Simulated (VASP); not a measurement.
Input of a VASP 6.6.1 run:

The input INCAR:

```
SYSTEM = TlBr
PREC = Accurate
ENCUT = 500
EDIFF = 1E-6
ISMEAR = 0
SIGMA = 0.01
LREAL = .False.
LASPH = .True.
NELM = 120
ALGO = Normal
ISIF = 2
LWAVE = .False.
LCHARG = .False.
GGA = PS
NBANDS = 17
GGA_COMPAT = .False.
```

KPOINTS

```
regular mesh
0
Gamma
  4 4 4
  0 0 0
```

File POSCAR:

```
TlBr
1.0
    3.9949064284      0.0000000000      0.0000000000
    0.0000000000      3.9949064284      0.0000000000
    0.0000000000      0.0000000000      3.9949064284
Tl Br
1 1
Direct
    0.0000000000      0.0000000000      0.0000000000
    0.5000000000      0.5000000000      0.5000000000
```

Potentials or basis: VASP PAW PBE potentials, release 64 (Tl_d, Br).

Launch:

```sh
$ cat potpaw_PBE.64/Tl_d/POTCAR potpaw_PBE.64/Br/POTCAR > POTCAR
$ mpirun -np 1 vasp_std > vasp.out
```

**Question.** Predict the band gap on the k mesh.

**Answer.** 1.76 eV, direct.

**Question.** What does it give for the pressure?

**Answer.** -1.3 GPa.

Caveat: the PAW data sets were made with another functional, which shifts forces and pressure a little; spin-orbit coupling is left out, which moves the levels of the heavy elements. As with any semilocal functional, this PBEsol gap is likely too small.
